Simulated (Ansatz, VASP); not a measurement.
Two plane-wave programs on Sn

INCAR

```
SYSTEM = Sn
  PREC = Accurate
  ENCUT = 500
  EDIFF = 1E-6
  ISMEAR = -1
  SIGMA = 0.1
  LREAL = .FALSE.
  LASPH = .TRUE.
  NELM = 120
  ALGO = Normal
  ISIF = 2
  LWAVE = .FALSE.
  LCHARG = .FALSE.
  GGA = PS
  NBANDS = 13
  GGA_COMPAT = .FALSE.
```

The input KPOINTS:

```
Automatic mesh
0
G
  7 7 7
  0 0 0
```

The input POSCAR:

```
Sn
1.0
   -1.7265390000      1.7755470000      2.3383420000
    1.7265390000     -1.7755470000      2.3383420000
    1.7265390000      1.7755470000     -2.3383420000
Sn
1
Direct
    0.0000000000      0.0000000000      0.0000000000
```

Input for Ansatz:

```yaml
crystal:
  lattice:
    a: 3.453078
    b: 3.551094
    c: 4.676684
    alpha: 90.0
    beta: 90.0
    gamma: 90.0
  space_group: 71
  setting:
    hermann_mauguin: Immm
  atoms:
    - { symbol: Sn, position: [0.0, 0.0, 0.0] }
  reduce_to_primitive: true
basis:
  ecutwfc: 420.0
kpoints:
  mp_grid:
    grid: [7, 7, 7]
hamiltonian:
  xc: pbesol
scf:
  occupations:
    method: fermi_dirac
    width: 0.1
output:
  stress: true
```

Alike in both runs: task single point; functional PBEsol; k mesh 7 × 7 × 7; occupations fermi-dirac, width 0.1 eV; no spin polarisation.

|  | VASP | Ansatz |
| --- | --- | --- |
| version | VASP 6.6.1 | Ansatz 0.2.0 |
| potentials or method | VASP PAW PBE potentials, release 64 (Sn_d), cutoff 500 eV | plane waves, PAW |
| valence electrons in the cell | 14 | 14 |

Ansatz gave:

| Item | Value |
| --- | --- |
| pressure (GPa) | -3.3 |
| traceless stress, the component that is largest in VASP (GPa) | -1.12 |

Task: What did VASP give for the same quantities?

Result: Pressure (GPa): -3.3; traceless stress, the component that is largest in VASP (GPa): -1.13.

VASP's potentials were made for PBE, not for PBEsol.

The k mesh is coarse, so the values compare programs but aren't converged.
